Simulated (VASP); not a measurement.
# Si (Cmce) in VASP: single point with PBE

Aim: the single point of Si with PBE.

All numbers are computed with VASP 6.6.1; they aren't measurements. Logs are shortened: lines on timing, memory, paths and dates and some standing lists are left out, and cuts for length are marked.

## (1) The cell of the first run

The structure is orthorhombic, space group Cmce (No. 64). The conventional cell has a = 7.920 Å, b = 4.759 Å, c = 4.831 Å, α = 90.00°, β = 90.00°, γ = 90.00°. Within 3.2 Å of Si (site symmetry m) lie 13 Si at 2.36 to 3.14 Å. Si (site symmetry 2) has 12 Si at 2.43 to 3.14 Å within 3.2 Å.

## (2) Single point, PBE (z stretched by +2 %, then relaxed in part)

File INCAR:

```
PREC = Accurate
ENCUT = 520
EDIFF = 1E-6
ISMEAR = -1
SIGMA = 0.05
LREAL = F
LASPH = T
NELM = 100
ALGO = Normal
ISIF = 2
LWAVE = F
LCHARG = F
GGA = PE
NBANDS = 26
```

File KPOINTS:

```
Automatic mesh
0
Gamma
  12 12 10
```

File POSCAR:

```
Si
1.0
    3.9600000000     -2.3793000000      0.0000000000
    3.9600000000      2.3793000000      0.0000000000
    0.0000000000      0.0000000000      4.8308220000
Si
8
Direct
    0.8275621913      0.1724378087      0.3243330998
    0.6724378087      0.3275621913      0.8243330998
    0.1724378087      0.8275621913      0.6756669002
    0.3275621913      0.6724378087      0.1756669002
    0.2177193769      0.2177193769      0.0000000000
    0.2822806231      0.2822806231      0.5000000000
    0.7822806231      0.7822806231      0.0000000000
    0.7177193769      0.7177193769      0.5000000000
```

Potentials or basis: VASP PAW PBE potentials, release 64 (Si).

Command:

```bash
cat potpaw_PBE.64/Si/POTCAR > POTCAR
mpirun -np 1 vasp_std > vasp.out
```

OUTCAR:

```text
PREC = Accurate
   ENCUT = 520
   EDIFF = 1E-6
   ISMEAR = -1
   LREAL = F
   LASPH = T
   NELM = 100
   ISIF = 2
   GGA = PE

 ion  position               nearest neighbor table
   1  0.828  0.172  0.324-   3 2.36   5 2.47   7 2.47   8 2.47   6 2.47   4 2.49   4 2.49   2 2.53
                             2 2.53   6 2.53   8 2.53   5 3.14   7 3.14
   2  0.672  0.328  0.824-   4 2.36   6 2.47   8 2.47   5 2.47   7 2.47   3 2.49   3 2.49   1 2.53
                             1 2.53   7 2.53   5 2.53   8 3.14   6 3.14
   3  0.172  0.828  0.676-   1 2.36   5 2.47   7 2.47   8 2.47   6 2.47   2 2.49   2 2.49   4 2.53
                             4 2.53   6 2.53   8 2.53   7 3.14   5 3.14
   4  0.328  0.672  0.176-   2 2.36   6 2.47   8 2.47   5 2.47   7 2.47   1 2.49   1 2.49   3 2.53
                             3 2.53   7 2.53   5 2.53   6 3.14   8 3.14
   5  0.218  0.218  0.000-   7 2.43   7 2.43   6 2.47   6 2.47   1 2.47   3 2.47   4 2.47   2 2.47
                             2 2.53   4 2.53   3 3.14   1 3.14
   6  0.282  0.282  0.500-   8 2.43   8 2.43   5 2.47   5 2.47   2 2.47   4 2.47   1 2.47   3 2.47
                             3 2.53   1 2.53   2 3.14   4 3.14
   7  0.782  0.782  0.000-   5 2.43   5 2.43   8 2.47   8 2.47   1 2.47   3 2.47   4 2.47   2 2.47
                             2 2.53   4 2.53   3 3.14   1 3.14
   8  0.718  0.718  0.500-   6 2.43   6 2.43   7 2.47   7 2.47   2 2.47   4 2.47   1 2.47   3 2.47
                             3 2.53   1 2.53   2 3.14   4 3.14

  LATTYP: Found a base centered orthorhombic cell.
 ALAT       =     4.7586000000
 B/A-ratio  =     1.6643550624
 C/A-ratio  =     1.0151771529

  Lattice vectors:

 A1 = (  -3.9600000000,  -2.3793000000,   0.0000000000)
 A2 = (   3.9600000000,  -2.3793000000,   0.0000000000)
 A3 = (   0.0000000000,   0.0000000000,   4.8308220000)

Analysis of symmetry for initial positions (statically):
=====================================================================
 Subroutine PRICEL returns:
 Original cell was already a primitive cell.

 Routine SETGRP: Setting up the symmetry group for a
 base centered orthorhombic supercell.

 Subroutine GETGRP returns: Found  8 space group operations
 (whereof  4 operations were pure point group operations)
 out of a pool of  8 trial point group operations.

The static configuration has the point symmetry C_2h.
 The point group associated with its full space group is D_2h.

Analysis of symmetry for dynamics (positions and initial velocities):
=====================================================================
 Subroutine PRICEL returns:
 Original cell was already a primitive cell.

 Routine SETGRP: Setting up the symmetry group for a
 base centered orthorhombic supercell.

 Subroutine GETGRP returns: Found  8 space group operations
 (whereof  4 operations were pure point group operations)
 out of a pool of  8 trial point group operations.

The dynamic configuration has the point symmetry C_2h.
 The point group associated with its full space group is D_2h.

 Subroutine INISYM returns: Found  8 space group operations
 (whereof  4 operations are pure point group operations),
 and found     1 'primitive' translations

----------------------------------------------------------------------------------------

                                     Primitive cell

  volume of cell :      91.0323

  direct lattice vectors                    reciprocal lattice vectors
     3.960000000 -2.379300000  0.000000000     0.126262626 -0.210145841  0.000000000
     3.960000000  2.379300000  0.000000000     0.126262626  0.210145841  0.000000000
     0.000000000  0.000000000  4.830822000     0.000000000  0.000000000  0.207004108

  length of vectors
     4.619812603  4.619812603  4.830822000     0.245160203  0.245160203  0.207004108

  position of ions in fractional coordinates (direct lattice)
     0.827562191  0.172437809  0.324333100
     0.672437809  0.327562191  0.824333100
     0.172437809  0.827562191  0.675666900
     0.327562191  0.672437809  0.175666900
     0.217719377  0.217719377  0.000000000
     0.282280623  0.282280623  0.500000000
     0.782280623  0.782280623  0.000000000
     0.717719377  0.717719377  0.500000000

  ion indices of the primitive-cell ions
   primitive index   ion index
                 1           1
                 2           2
                 3           3
                 4           4
                 5           5
                 6           6
                 7           7
                 8           8

----------------------------------------------------------------------------------------

 KPOINTS: Automatic mesh

Automatic generation of k-mesh.
 Grid dimensions read from file:
 generate k-points for:   12   12   10

 Generating k-lattice:

  Cartesian coordinates                     Fractional coordinates (reciprocal lattice)
     0.010521886 -0.017512153  0.000000000     0.083333333 -0.000000000  0.000000000
     0.010521886  0.017512153  0.000000000    -0.000000000  0.083333333  0.000000000
     0.000000000  0.000000000  0.020700411     0.000000000  0.000000000  0.100000000

  Length of vectors
     0.020430017  0.020430017  0.020700411

  Shift w.r.t. Gamma in fractional coordinates (k-lattice)
     0.000000000  0.000000000  0.000000000

 Subroutine IBZKPT returns following result:
 ===========================================

 Found    258 irreducible k-points:

 Following reciprocal coordinates:
            Coordinates               Weight
  0.000000  0.000000  0.000000      1.000000
  0.083333  0.000000  0.000000      4.000000
  0.166667  0.000000  0.000000      4.000000
  0.250000  0.000000  0.000000      4.000000
  0.333333 -0.000000  0.000000      4.000000
  0.416667 -0.000000  0.000000      4.000000
[... 16 lines left out ...]
  0.500000  0.166667  0.000000      4.000000
 -0.416667  0.166667  0.000000      4.000000
 [... further k-points ...]
   k-points           NKPTS =    258   k-points in BZ     NKDIM =    258   number of bands    NBANDS=     26
   number of dos      NEDOS =    301   number of ions     NIONS =      8
   total plane-waves  NPLWV =  46656
   dimension x,y,z NGX =    36 NGY =   36 NGZ =   36
   dimension x,y,z NGXF=    72 NGYF=   72 NGZF=   72
   ions per type =               8
   NGX,Y,Z   is equivalent  to a cutoff of  12.95, 12.95, 12.39 a.u.
   NGXF,Y,Z  is equivalent  to a cutoff of  25.91, 25.91, 24.78 a.u.
 SYSTEM =  unknown system
   PREC   = accura    normal or accurate (medium, high low for compatibility)
   ISTART =      0    job   : 0-new  1-cont  2-samecut
   ICHARG =      2    charge: 1-file 2-atom 10-const
   ISPIN  =      1    spin polarized calculation?
   LNONCOLLINEAR =      F non collinear calculations
   LSORBIT =      F    spin-orbit coupling
   LASPH  =      T    aspherical Exc in radial PAW
   ENCUT  =  520.0 eV  38.22 Ry    6.18 a.u.   8.59  8.59  8.98*2*pi/ulx,y,z
   NELM   =    100;   NELMIN=  2; NELMDL= -5     # of ELM steps
   EDIFF  = 0.1E-05   stopping-criterion for ELM
   LREAL  =      F    real-space projection
   EDIFFG = 0.1E-04   stopping-criterion for IOM
   NSW    =      0    number of steps for IOM
   IBRION =     -1    ionic relax: 0-MD 1-quasi-New 2-CG
   NFREE  =      0    steps in history (QN), initial steepest desc. (CG)
   ISIF   =      2    stress and relaxation
   ISYM   =      2    0-nonsym 1-usesym 2-fastsym
   POTIM  = 0.5000    time-step for ionic-motion
   TEBEG  =    0.0;   TEEND  =   0.0 temperature during run
   PSTRESS=    0.0 pullay stress
   NELECT =      32.0000    total number of electrons
   NUPDOWN=      -1.0000    fix difference up-down
   EMIN   =  10.00;   EMAX   =-10.00  energy-range for DOS
   EFERMI =   0.00;   METHOD = LEGACY
   ISMEAR =    -1;   SIGMA  =   0.05  broadening in eV -4-tet -1-fermi 0-gaus
   EFERMI_NEDOS =   21; number of points for ismear=-14 and -15
   IALGO  =     38    algorithm
   IMIX   =      4    mixing-type and parameters
     AMIX     =   0.40;   BMIX     =  1.00
     AMIX_MAG =   1.60;   BMIX_MAG =  1.00
  volume/ion in A,a.u.               =      11.38        76.79
  Fermi-wavevector in a.u.,A,eV,Ry     =   1.155384  2.183359 18.162583  1.334912
  Thomas-Fermi vector in A             =   2.292013
   LORBIT       =      0    0 simple, 1 ext, 2 COOP (PROOUT), +10 PAW based schemes
   GGA     = PE    functional components
   LHFCALC =     F    Hartree Fock is set to
   AEXX    =    0.0000 exact exchange contribution
   IVDW    =     0    specifies the selected vdW correction
   LEPSILON=     F    determine dielectric tensor
   LRPA    =     F    only Hartree local field effects (RPA)
 non-spin polarized calculation
  energy-cutoff  :      520.00
  volume of cell :       91.03
 maximum number of plane-waves:      2474
   NGX = 17   NGY = 17   NGZ = 17

 number of electron      32.0000001 magnetization

 Free energy of the ion-electron system (eV)
  ---------------------------------------------------
  ext. energy  EPLUGINS =         0.00000000
  ---------------------------------------------------
  free energy    TOTEN  =       -37.33076393 eV

  energy without entropy =      -37.30680097  energy(sigma->0) =      -37.31878245

 E-fermi :  13.5526     XC(G=0): -12.1752

 val. band max:       13.5508407570   @ k =   0.4167   0.0833   0.2000
 cond. band min:      13.5586011754   @ k =   0.5000   0.1667   0.4000
 fundamental gap:      0.0077604184
 Fermi energy:        13.5526449692

 k-point     1 :       0.0000    0.0000    0.0000
  band No.  band energies     occupation
      1      -3.2341      2.00000
      2       2.6653      2.00000
      3       3.1038      2.00000
      4       4.7611      2.00000
      5       5.4260      2.00000
      6       5.4518      2.00000
[... 18 lines left out ...]
     25      21.7501      0.00000
     26      22.0119      0.00000
[... 644 lines left out ...]
      4       4.8968      2.00000
      5       4.9597      2.00000
      6       5.3047      2.00000
[... 18 lines left out ...]
     25      19.6313      0.00000
     26      20.0410      0.00000

 [... further k-points ...]

------------------------ aborting loop because EDIFF is reached ----------------------------------------

  FORCE on cell =-STRESS in cart. coord.  units (eV):
  Direction    XX          YY          ZZ          XY          YZ          ZX
  --------------------------------------------------------------------------------------
  -------------------------------------------------------------------------------------
  Total       23.4600061     23.7242820     20.3160273      0.0000000      0.0000000      0.0000000
  in kB      412.8984781    417.5497592    357.5641327      0.0000000      0.0000000      0.0000000
  external PRESSURE =     396.0041233 kB  Pullay stress =       0.0000000 kB

 VOLUME and BASIS-vectors are now :
 -----------------------------------------------------------------------------
  energy-cutoff  :      520.00
  volume of cell :       91.03
      direct lattice vectors                 reciprocal lattice vectors
     3.960000000 -2.379300000  0.000000000     0.126262626 -0.210145841  0.000000000
     3.960000000  2.379300000  0.000000000     0.126262626  0.210145841  0.000000000
     0.000000000  0.000000000  4.830822000     0.000000000  0.000000000  0.207004108

 POSITION                                       TOTAL-FORCE (eV/Angst)
 -----------------------------------------------------------------------------------
      3.96000     -1.55874      1.56680         0.000000     -0.003496      0.001808
      3.96000     -0.82056      3.98221         0.000000      0.003496      0.001808
      3.96000      1.55874      3.26403         0.000000      0.003496     -0.001808
      3.96000      0.82056      0.84862         0.000000     -0.003496     -0.001808
      1.72434      0.00000      0.00000         0.003926     -0.000000     -0.000000
      2.23566      0.00000      2.41541        -0.003926     -0.000000      0.000000
      6.19566      0.00000      0.00000        -0.003926     -0.000000      0.000000
      5.68434      0.00000      2.41541         0.003926     -0.000000     -0.000000
 -----------------------------------------------------------------------------------
    total drift:                               -0.000000     -0.000000      0.000000

  FREE ENERGIE OF THE ION-ELECTRON SYSTEM (eV)
  ---------------------------------------------------
  free  energy   TOTEN  =       -37.3307639282 eV

  energy  without entropy=      -37.3068009656  energy(sigma->0) =      -37.31878245
```

It took 13 min on 1 thread of Intel Xeon 8259CL, shared host; peak memory 0.49 GiB.

Results:

```yaml
Free_energy: -37.3308 eV
Pressure: 39.6 GPa
Largest_force: 0.004 eV/Å
Band_gap_on_the_k_mesh: zero (bands 16 and 17 overlap by 4.13 eV)
```

Forces on the atoms (eV/Å):
```
Si   0.000 -0.003  0.002
Si   0.000  0.003  0.002
Si   0.000  0.003 -0.002
Si   0.000 -0.003 -0.002
Si   0.004  0.000  0.000
Si  -0.004  0.000  0.000
Si  -0.004  0.000  0.000
Si   0.004  0.000  0.000
```

Stress tensor (GPa, compression positive):
```
41.29  0.00  0.00
 0.00 41.75  0.00
 0.00  0.00 35.76
```

Caveat: the cell differs from its parent crystal (z stretched by +2 %, then relaxed in part); the stress differs along the axes, from 36 to 42 GPa.
